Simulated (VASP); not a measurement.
A run of VASP 6.6.1 is set up as follows.

INCAR

```
SYSTEM = SrTiO3
ALGO = Normal
EDIFF = 1E-6
ENCUT = 520
GGA = PE
ISIF = 2
ISMEAR = 0
LASPH = .TRUE.
LCHARG = .FALSE.
LREAL = .FALSE.
LWAVE = .FALSE.
NBANDS = 51
NELM = 80
PREC = Accurate
SIGMA = 0.05
```

File KPOINTS:

```
k-points
0
G
  8 8 8
  0 0 0
```

File POSCAR:

```
SrTiO3
1.0
   -2.8673472728      2.7619696510      3.9467274087
    2.7619696510     -2.8673472728      3.9467274087
    2.7931859456      2.7931859456     -4.0208887359
Sr Ti O
2 2 6
Direct
    0.7500000000      0.2500000000      0.5000000000
    0.2500000000      0.7500000000      0.5000000000
    0.0000000000      0.0000000000      0.0000000000
    0.5000000000      0.5000000000      0.0000000000
    0.2500000000      0.2500000000      0.0000000000
    0.7500000000      0.7500000000      0.0000000000
    0.7280787197      0.2280787197      0.9561574394
    0.2280787197      0.2719212803      0.5000000000
    0.2719212803      0.7719212803      0.0438425606
    0.7719212803      0.7280787197      0.5000000000
```

Potentials or basis: VASP PAW PBE potentials, release 64 (Sr_sv, Ti_sv, O).

The run is started by

```sh
$ cat potpaw_PBE.64/Sr_sv/POTCAR potpaw_PBE.64/Ti_sv/POTCAR potpaw_PBE.64/O/POTCAR > POTCAR
$ mpirun -np 1 vasp_std > vasp.out
```

Question: Estimate the band gap on the k mesh.

Answer: 1.78 eV.

Question: What does it give for the largest force?

Answer: 0.082 eV/Å.

Question: What does it give for the pressure?

Answer: 0.9 GPa.

Forces in eV/Å, atoms in the order of the input:
```
Sr   0.048  0.048  0.047
Sr  -0.048 -0.048 -0.047
Ti   0.000  0.000  0.000
Ti   0.000  0.000  0.000
O   -0.001  0.001  0.000
O    0.001 -0.001  0.000
O    0.017  0.017  0.047
O    0.009 -0.009  0.000
O   -0.017 -0.017 -0.047
O   -0.009  0.009  0.000
```

A k mesh can miss the band edges.
